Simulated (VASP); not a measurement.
Runs of VASP 6.6.1 on Zr. Symmetry: P6_3/mmc, No. 194, hexagonal system. The conventional cell has a = 3.232 Å, b = 3.232 Å, c = 5.147 Å, α = 90.00°, β = 90.00°, γ = 120.00°. Within 4.2 Å of Zr (site symmetry -6m2) lie 12 Zr at 3.18 to 3.23 Å. 

```tsv
task	level	potentials or basis	gap on the mesh (eV)	pressure (GPa)
electric field gradients	PBEsol	VASP PAW PBE potentials, release 64 (Zr_sv)	none	-3.2
electric field gradients	LDA	VASP PAW LDA potentials, release 64 (Zr_sv)	none	-6.0
single point	LDA	VASP PAW LDA potentials, release 64 (Zr_sv)	none	-6.0
single point	PBE	VASP PAW PBE potentials, release 64 (Zr_sv)	none	0.5
electric field gradients	r2SCAN	VASP PAW PBE potentials, release 64 (Zr_sv)	none	(a)
```

Alike in all rows: no spin polarisation; cell as given; k mesh 13 × 13 × 7; cutoff (eV) 520; smearing fermi-dirac 0.03 eV.

Task: Estimate the missing entries.

Result: (a) 0.9.

Caveats: the PAW data sets were made with another functional, which shifts forces and pressure a little (some runs).

A k mesh can miss the band edges, and the runs leave out spin-orbit coupling on Zr.

A gap of «none» marks levels without a gap at the run's occupations.
